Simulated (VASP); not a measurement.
# I (P6_3/mmc) in VASP: further runs

The runs below take I through single point, relaxation of cell and atoms, with PBE.

Everything below comes from runs of VASP 6.6.1. Logs are shortened: lines on timing, memory, paths and dates and some standing lists are left out, and cuts for length are marked.

## Step 1: The cell of the first run

It takes space group P6_3/mmc (No. 194, hexagonal). Conventional cell: a = 4.443 Å, b = 4.443 Å, c = 9.371 Å, α = 90.00°, β = 90.00°, γ = 120.00°. Within 4.6 Å of I (site symmetry -3m) lie 12 I at 3.47 to 4.44 Å. I (site symmetry -6m2) has 12 I at 3.47 to 4.44 Å within 4.6 Å.

## Step 2: Single point, PBE

Contents of INCAR:

```
SYSTEM = I
ALGO     = Normal         ! electronic algorithm
EDIFF    = 1E-7           ! SCF threshold, eV
ENCUT    = 520            ! plane-wave cutoff, eV
GGA      = PE             ! functional
ISIF     = 2              ! what is computed and relaxed
ISMEAR   = 0              ! smearing method
LASPH    = .TRUE.         ! aspherical terms in the spheres
LCHARG   = .FALSE.        ! write CHGCAR
LREAL    = .FALSE.        ! projectors in reciprocal space
LWAVE    = .FALSE.        ! write WAVECAR
NBANDS   = 22             ! bands
NELM     = 60             ! most SCF steps
PREC     = Accurate       ! precision mode
SIGMA    = 0.1            ! smearing width, eV
```

Contents of KPOINTS:

```
k-points
0
G
  15 15 4
  0 0 0
```

Contents of POSCAR:

```
I
1.0
    4.4434335728      0.0000000000      0.0000000000
   -2.2217167864      3.8481263541      0.0000000000
    0.0000000000      0.0000000000      9.3712049502
I
4
Direct
    0.0000000000      0.0000000000      0.0000000000
    0.0000000000      0.0000000000      0.5000000000
    0.3333333333      0.6666666667      0.7500000000
    0.6666666667      0.3333333333      0.2500000000
```

Potentials or basis: VASP PAW PBE potentials, release 64 (I).

Launch:

```bash
cat potpaw_PBE.64/I/POTCAR > POTCAR
mpirun -np 1 vasp_std > vasp.out
```

OUTCAR:

```text
SYSTEM = I
   EDIFF = 1E-7
   ENCUT = 520
   GGA = PE
   ISIF = 2
   ISMEAR = 0
   LASPH = .TRUE.
   LREAL = .FALSE.
   NELM = 60
   PREC = Accurate

 ion  position               nearest neighbor table
   1  0.000  0.000  0.000-   3 3.47   4 3.47   4 3.47   3 3.47   4 3.47   3 3.47
   2  0.000  0.000  0.500-   3 3.47   4 3.47   4 3.47   3 3.47   4 3.47   3 3.47
   3  0.333  0.667  0.750-   1 3.47   2 3.47   1 3.47   2 3.47   1 3.47   2 3.47
   4  0.667  0.333  0.250-   1 3.47   2 3.47   1 3.47   2 3.47   1 3.47   2 3.47

  LATTYP: Found a hexagonal cell.
 ALAT       =     4.4434335728
 C/A-ratio  =     2.1090007978

  Lattice vectors:

 A1 = (   4.4434335728,   0.0000000000,   0.0000000000)
 A2 = (  -2.2217167864,   3.8481263541,   0.0000000000)
 A3 = (   0.0000000000,   0.0000000000,   9.3712049502)

Analysis of symmetry for initial positions (statically):
=====================================================================
 Subroutine PRICEL returns:
 Original cell was already a primitive cell.

 Routine SETGRP: Setting up the symmetry group for a
 hexagonal supercell.

 Subroutine GETGRP returns: Found 24 space group operations
 (whereof 12 operations were pure point group operations)
 out of a pool of 24 trial point group operations.

The static configuration has the point symmetry D_3d.
 The point group associated with its full space group is D_6h.

Analysis of symmetry for dynamics (positions and initial velocities):
=====================================================================
 Subroutine PRICEL returns:
 Original cell was already a primitive cell.

 Routine SETGRP: Setting up the symmetry group for a
 hexagonal supercell.

 Subroutine GETGRP returns: Found 24 space group operations
 (whereof 12 operations were pure point group operations)
 out of a pool of 24 trial point group operations.

The dynamic configuration has the point symmetry D_3d.
 The point group associated with its full space group is D_6h.

 Subroutine INISYM returns: Found 24 space group operations
 (whereof 12 operations are pure point group operations),
 and found     1 'primitive' translations

----------------------------------------------------------------------------------------

                                     Primitive cell

  volume of cell :     160.2372

  direct lattice vectors                    reciprocal lattice vectors
     4.443433573  0.000000000  0.000000000     0.225051187  0.129933363  0.000000000
    -2.221716786  3.848126354  0.000000000     0.000000000  0.259866727  0.000000000
     0.000000000  0.000000000  9.371204950     0.000000000  0.000000000  0.106709863

  length of vectors
     4.443433573  4.443433573  9.371204950     0.259866727  0.259866727  0.106709863

  position of ions in fractional coordinates (direct lattice)
     0.000000000  0.000000000  0.000000000
     0.000000000  0.000000000  0.500000000
     0.333333333  0.666666667  0.750000000
     0.666666667  0.333333333  0.250000000

  ion indices of the primitive-cell ions
   primitive index   ion index
                 1           1
                 2           2
                 3           3
                 4           4

----------------------------------------------------------------------------------------

 KPOINTS: k-points

Automatic generation of k-mesh.
 Grid dimensions read from file:
 generate k-points for:   15   15    4

 Generating k-lattice:

  Cartesian coordinates                     Fractional coordinates (reciprocal lattice)
     0.015003412  0.008662224  0.000000000     0.066666667  0.000000000  0.000000000
     0.000000000  0.017324448  0.000000000     0.000000000  0.066666667  0.000000000
     0.000000000  0.000000000  0.026677466     0.000000000  0.000000000  0.250000000

  Length of vectors
     0.017324448  0.017324448  0.026677466

  Shift w.r.t. Gamma in fractional coordinates (k-lattice)
     0.000000000  0.000000000  0.000000000

 Subroutine IBZKPT returns following result:
 ===========================================

 Found     81 irreducible k-points:

 Following reciprocal coordinates:
            Coordinates               Weight
  0.000000  0.000000  0.000000      1.000000
  0.066667  0.000000  0.000000      6.000000
  0.133333  0.000000  0.000000      6.000000
  0.200000  0.000000  0.000000      6.000000
  0.266667  0.000000  0.000000      6.000000
  0.333333  0.000000  0.000000      6.000000
[... 16 lines left out ...]
  0.333333  0.200000  0.000000     12.000000
  0.400000  0.200000  0.000000      6.000000
 [... further k-points ...]
   k-points           NKPTS =     81   k-points in BZ     NKDIM =     81   number of bands    NBANDS=     22
   number of dos      NEDOS =    301   number of ions     NIONS =      4
   total plane-waves  NPLWV =  90720
   dimension x,y,z NGX =    36 NGY =   36 NGZ =   70
   dimension x,y,z NGXF=    72 NGYF=   72 NGZF=  140
   ions per type =               4
   NGX,Y,Z   is equivalent  to a cutoff of  13.47, 13.47, 12.42 a.u.
   NGXF,Y,Z  is equivalent  to a cutoff of  26.94, 26.94, 24.84 a.u.
 SYSTEM =  I
   PREC   = accura    normal or accurate (medium, high low for compatibility)
   ISTART =      0    job   : 0-new  1-cont  2-samecut
   ICHARG =      2    charge: 1-file 2-atom 10-const
   ISPIN  =      1    spin polarized calculation?
   LNONCOLLINEAR =      F non collinear calculations
   LSORBIT =      F    spin-orbit coupling
   LASPH  =      T    aspherical Exc in radial PAW
   ENCUT  =  520.0 eV  38.22 Ry    6.18 a.u.   8.26  8.26 17.42*2*pi/ulx,y,z
   NELM   =     60;   NELMIN=  2; NELMDL= -5     # of ELM steps
   EDIFF  = 0.1E-06   stopping-criterion for ELM
   LREAL  =      F    real-space projection
   EDIFFG = 0.1E-05   stopping-criterion for IOM
   NSW    =      0    number of steps for IOM
   IBRION =     -1    ionic relax: 0-MD 1-quasi-New 2-CG
   NFREE  =      0    steps in history (QN), initial steepest desc. (CG)
   ISIF   =      2    stress and relaxation
   ISYM   =      2    0-nonsym 1-usesym 2-fastsym
   POTIM  = 0.5000    time-step for ionic-motion
   TEBEG  =    0.0;   TEEND  =   0.0 temperature during run
   PSTRESS=    0.0 pullay stress
   NELECT =      28.0000    total number of electrons
   NUPDOWN=      -1.0000    fix difference up-down
   EMIN   =  10.00;   EMAX   =-10.00  energy-range for DOS
   EFERMI =   0.00;   METHOD = LEGACY
   ISMEAR =     0;   SIGMA  =   0.10  broadening in eV -4-tet -1-fermi 0-gaus
   EFERMI_NEDOS =   21; number of points for ismear=-14 and -15
   IALGO  =     38    algorithm
   IMIX   =      4    mixing-type and parameters
     AMIX     =   0.40;   BMIX     =  1.00
     AMIX_MAG =   1.60;   BMIX_MAG =  1.00
  volume/ion in A,a.u.               =      40.06       270.33
  Fermi-wavevector in a.u.,A,eV,Ry     =   0.915250  1.729572 11.397361  0.837682
  Thomas-Fermi vector in A             =   2.039970
   LORBIT       =      0    0 simple, 1 ext, 2 COOP (PROOUT), +10 PAW based schemes
   GGA     = PE    functional components
   LHFCALC =     F    Hartree Fock is set to
   AEXX    =    0.0000 exact exchange contribution
   IVDW    =     0    specifies the selected vdW correction
   LEPSILON=     F    determine dielectric tensor
   LRPA    =     F    only Hartree local field effects (RPA)
 non-spin polarized calculation
 Gauss-broadening in eV      SIGMA  =   0.10
  energy-cutoff  :      520.00
  volume of cell :      160.24
 maximum number of plane-waves:      4362
 NGX is ok and might be reduce to    36
   NGX = 17   NGY = 17   NGZ = 35

 number of electron      27.9999999 magnetization

 Free energy of the ion-electron system (eV)
  ---------------------------------------------------
  ext. energy  EPLUGINS =         0.00000000
  ---------------------------------------------------
  free energy    TOTEN  =        -4.64605129 eV

  energy without entropy =       -4.61988881  energy(sigma->0) =       -4.63297005

 E-fermi :   3.4743     XC(G=0):  -8.3723

 val. band max:        3.4730892106   @ k =   0.1333   0.0667   0.0000
 cond. band min:       3.4753020552   @ k =   0.2000   0.0000   0.0000
 fundamental gap:      0.0022128446
 Fermi energy:         3.4742868226

 k-point     1 :       0.0000    0.0000    0.0000
  band No.  band energies     occupation
      1      -9.9771      2.00000
      2      -9.0179      2.00000
      3      -8.9568      2.00000
      4      -7.6469      2.00000
      5      -0.2603      2.00000
      6       1.2969      2.00000
[... 14 lines left out ...]
     21      10.0963      0.00000
     22      10.2989      0.00000

 k-point     2 :       0.0667    0.0000    0.0000
  band No.  band energies     occupation
      1      -9.9540      2.00000
      2      -9.0071      2.00000
      3      -8.9454      2.00000
      4      -7.6662      2.00000
      5      -0.2305      2.00000
      6       1.1619      2.00000
[... 14 lines left out ...]
     21      10.3370      0.00000
     22      10.3824      0.00000

 k-point     3 :       0.1333    0.0000    0.0000
  band No.  band energies     occupation
      1      -9.8858      2.00000
      2      -8.9761      2.00000
      3      -8.9130      2.00000
      4      -7.7239      2.00000
      5      -0.1444      2.00000
      6       0.6828      2.00000
[... 14 lines left out ...]
     21      10.4561      0.00000
     22      10.6184      0.00000

 k-point     4 :       0.2000    0.0000    0.0000
  band No.  band energies     occupation
      1      -9.7757      2.00000
      2      -8.9301      2.00000
      3      -8.8642      2.00000
      4      -7.8186      2.00000
      5      -0.0278      2.00000
      6       0.1932      2.00000
[... 14 lines left out ...]
     21      10.8869      0.00000
     22      10.9521      0.00000

 k-point     5 :       0.2667    0.0000    0.0000
  band No.  band energies     occupation
      1      -9.6303      2.00000
      2      -8.8772      2.00000
      3      -8.8064      2.00000
      4      -7.9462      2.00000
      5      -0.2427      2.00000
      6      -0.1094      2.00000
[... 417 lines left out ...]
 k-point    22 :       0.2667    0.2000    0.0000
  band No.  band energies     occupation
      1      -9.2458      2.00000
      2      -8.7778      2.00000
      3      -8.6924      2.00000
      4      -8.2927      2.00000
      5      -0.7073      2.00000
      6      -0.4145      2.00000
[... 14 lines left out ...]
     21      11.0124      0.00000
     22      11.7107      0.00000

 k-point    23 :       0.3333    0.2000    0.0000
  band No.  band energies     occupation
      1      -9.0775      2.00000
      2      -8.7653      2.00000
      3      -8.6625      2.00000
      4      -8.4381      2.00000
      5      -0.8106      2.00000
      6      -0.5150      2.00000
[... 14 lines left out ...]
     21      11.1769      0.00000
     22      11.8989      0.00000

 k-point    24 :       0.4000    0.2000    0.0000
  band No.  band energies     occupation
      1      -8.9853      2.00000
      2      -8.7773      2.00000
      3      -8.6518      2.00000
      4      -8.5058      2.00000
      5      -0.8454      2.00000
      6      -0.5497      2.00000
[... 14 lines left out ...]
     21      11.2578      0.00000
     22      11.9396      0.00000

 [... further k-points ...]
[... 5 lines left out ...]
  --------------------------------------------------------------------------------------
  -------------------------------------------------------------------------------------
  Total        0.0102187      0.0102187     -0.0291980      0.0000000      0.0000000      0.0000000
  in kB        0.1021750      0.1021750     -0.2919445      0.0000000      0.0000000      0.0000000
  external PRESSURE =      -0.0291982 kB  Pullay stress =       0.0000000 kB

 VOLUME and BASIS-vectors are now :
 -----------------------------------------------------------------------------
  energy-cutoff  :      520.00
  volume of cell :      160.24
      direct lattice vectors                 reciprocal lattice vectors
     4.443433573  0.000000000  0.000000000     0.225051187  0.129933363  0.000000000
    -2.221716786  3.848126354  0.000000000     0.000000000  0.259866727  0.000000000
     0.000000000  0.000000000  9.371204950     0.000000000  0.000000000  0.106709863

 POSITION                                       TOTAL-FORCE (eV/Angst)
 -----------------------------------------------------------------------------------
      0.00000      0.00000      0.00000         0.000000      0.000000     -0.000000
      0.00000      0.00000      4.68560         0.000000      0.000000     -0.000000
     -0.00000      2.56542      7.02840        -0.000000     -0.000000      0.000000
      2.22172      1.28271      2.34280         0.000000      0.000000     -0.000000
 -----------------------------------------------------------------------------------
    total drift:                               -0.000000      0.000000     -0.000000

  FREE ENERGIE OF THE ION-ELECTRON SYSTEM (eV)
  ---------------------------------------------------
  free  energy   TOTEN  =        -4.6460512894 eV

  energy  without entropy=       -4.6198888139  energy(sigma->0) =       -4.63297005
```

It took 3.2 min on 1 thread of AMD EPYC 7R13 (Zen 3), shared host; peak memory 0.38 GiB.

What came out:

| Quantity | Value |
| --- | --- |
| Free energy | -4.6461 eV |
| Pressure | 0.0 GPa |
| Band gap on the k mesh | zero (band 14 reaches 3.75 eV, above the bottom of band 15 at 3.14 eV) |

Caveat: spin-orbit coupling is left out, which moves the levels of the heavy elements.

## Step 3: Relaxation of cell and atoms, PBE

This run uses another cell than the first one, of 53.38 Å³/atom, 1.333 times its volume.

Contents of INCAR:

```
PREC = Accurate ; ENCUT = 600
EDIFF = 1E-6 ; ISMEAR = 0
SIGMA = 0.01 ; LREAL = F
LASPH = T ; NELM = 100
ALGO = Normal ; ISIF = 3
LWAVE = F ; LCHARG = F
GGA = PE ; IBRION = 2
NSW = 100 ; EDIFFG = -0.01
```

Contents of KPOINTS:

```
Automatic mesh
0
Gamma
  9 9 4
```

Contents of POSCAR:

```
I
1.0
    4.7704921862      0.0000000000      0.0000000000
   -2.3852460931      4.1313674218      0.0000000000
    0.0000000000      0.0000000000     10.8339725520
I
4
Direct
    0.3333333333      0.6666666667      0.1237831356
    0.6666666667      0.3333333333      0.6237831356
    0.3333333333      0.6666666667      0.3762168644
    0.6666666667      0.3333333333      0.8762168644
```

Potentials or basis: VASP PAW PBE potentials, release 64 (I).

Launch:

```bash
cat potpaw_PBE.64/I/POTCAR > POTCAR
mpirun -np 1 vasp_std > vasp.out
```

Run time: 13 min. Hardware: 1 thread of Oxide Virtual Turin-like, shared host; peak memory 0.44 GiB.

It converged, with:

```
Free energy                            : -5.7067 eV
Relaxed volume                         : 55.03 Å³/atom
Relaxed cell                           : a = 4.851 Å, b = 4.851 Å, c = 10.802 Å, α = 90.00°, β = 90.00°, γ = 120.00°
Space group after relaxing (to 0.05 Å) : P6_3/mmc (No. 194)
Energy gained by relaxing              : 0.3 meV/atom
Ionic steps                            : 6
Pressure after relaxing                : 0.0 GPa
Band gap on the k mesh                 : 0.33 eV, indirect (least direct gap 0.38 eV)
```

Step by step:
| step | energy change (eV) | largest force (eV/Å) | pressure (GPa) | volume (Å³) |
| --- | --- | --- | --- | --- |
| 1 | 0.0000 | 0.0213 | 0.00 | 213.52 |
| 2 | -0.0001 | 0.0371 | 0.11 | 213.55 |
| 3 | -0.0002 | 0.0155 | 0.07 | 213.54 |
| 4 | -0.0005 | 0.0134 | 0.06 | 214.19 |
| 5 | -0.0011 | 0.0088 | 0.04 | 216.16 |
| 6 | -0.0012 | 0.0006 | -0.01 | 220.11 |

Final structure:
```xyz
4
Lattice="4.8507 0.0000 0.0000 -2.4253 4.2008 0.0000 0.0000 0.0000 10.8019" Properties=species:S:1:pos:R:3 pbc="T T T"
I     0.0000    2.8005    1.3358
I     2.4253    1.4003    6.7368
I     0.0000    2.8005    4.0652
I     2.4253    1.4003    9.4661
```

Levels at points of the mesh, in eV from the valence-band top:
```csv
k point,band 10,band 11,band 12,band 13,band 14,band 15,band 16,band 17,band 18
"(0.00, 0.00, 0.00)",-1.60,-0.74,-0.74,-0.06,-0.06,0.33,1.78,4.46,4.49
"(0.00, 0.00, 0.50)",-1.86,-0.36,-0.36,-0.36,-0.36,1.11,1.11,4.76,4.76
```

Caveat: spin-orbit coupling is left out, which moves the levels of the heavy elements. A k mesh can miss the band edges.
